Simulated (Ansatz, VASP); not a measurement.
La2FeCo2C: VASP beside Ansatz

```xyz
6
Lattice="-2.0373 2.9738 4.4728 4.0746 0.0000 0.0000 2.0373 2.9738 -4.4728" Properties=species:S:1:pos:R:3 pbc="T T T"
La    4.0746    2.9738   -1.7306
La    0.0000    2.9738    1.7306
Co    2.0373    4.7371    0.0000
Co    2.0373    1.2105    0.0000
Fe    0.0000    0.0000    0.0000
C     2.0373    2.9738    0.0000
```

Alike in both runs: functional PBE; k mesh 5 × 5 × 5; occupations gaussian, width 0.0121 eV; no spin polarisation.

Ansatz relaxed the structure, and its values are those at the end. VASP's run is a single point on that final structure, the one shown.

|  | VASP | Ansatz |
| --- | --- | --- |
| version | VASP 6.6.1 | Ansatz 0.2.0 |
| potentials or method | VASP PAW PBE potentials, release 64 (La, Co_sv, Fe_sv, C), cutoff 600 eV | PAW plane waves |
| valence electrons in the cell | 76 | 76 |

```csv
,VASP,Ansatz,Ansatz less VASP
gap on the k mesh at the Fermi level (eV),none,none,-
pressure (GPa),-1.2,0.0,+1.16
rms of the force components (eV/Å),0.008,0.001,-0.0070
```

A gap of «none» marks a metal or a gap that the smearing closes. With one functional, cell and mesh, what is left measures potentials, basis and numerics.

Neither program's run includes spin-orbit coupling.
